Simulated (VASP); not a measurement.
Input of a VASP 6.6.1 run:

File INCAR:

```
PREC     = Accurate       # precision mode
ENCUT    = 520            # plane-wave cutoff, eV
EDIFF    = 1E-6           # SCF threshold, eV
ISMEAR   = -1             # smearing method
SIGMA    = 0.05           # smearing width, eV
LREAL    = F              # projectors in reciprocal space
LASPH    = T              # aspherical terms in the spheres
NELM     = 100            # most SCF steps
ALGO     = Normal         # electronic algorithm
ISIF     = 2              # what is computed and relaxed
LWAVE    = F              # write WAVECAR
LCHARG   = F              # write CHGCAR
GGA      = PE             # functional
NBANDS   = 16             # bands
```

The input KPOINTS:

```
regular mesh
0
Gamma
  8 8 4
```

Contents of POSCAR:

```
Si
1.0
    3.8056031457      0.0000000000      0.0000000000
   -1.9028015729      3.2957490010      0.0000000000
    0.0000000000      0.0000000000      6.2901199008
Si
4
Direct
    0.6666666667      0.3333333333      0.9369905000
    0.3333333333      0.6666666667      0.4369905000
    0.6666666667      0.3333333333      0.5630095000
    0.3333333333      0.6666666667      0.0630095000
```

Potentials or basis: VASP PAW PBE potentials, release 64 (Si).

Launch:

```bash
$ cat potpaw_PBE.64/Si/POTCAR > POTCAR
$ mpirun -np 1 vasp_std > vasp.out
```

Q: Estimate the pressure.

A: 3.4 GPa.

Q: Estimate the band gap on the k mesh.

A: 0.37 eV, indirect (least direct gap 1.09 eV).

A k mesh can miss the band edges.
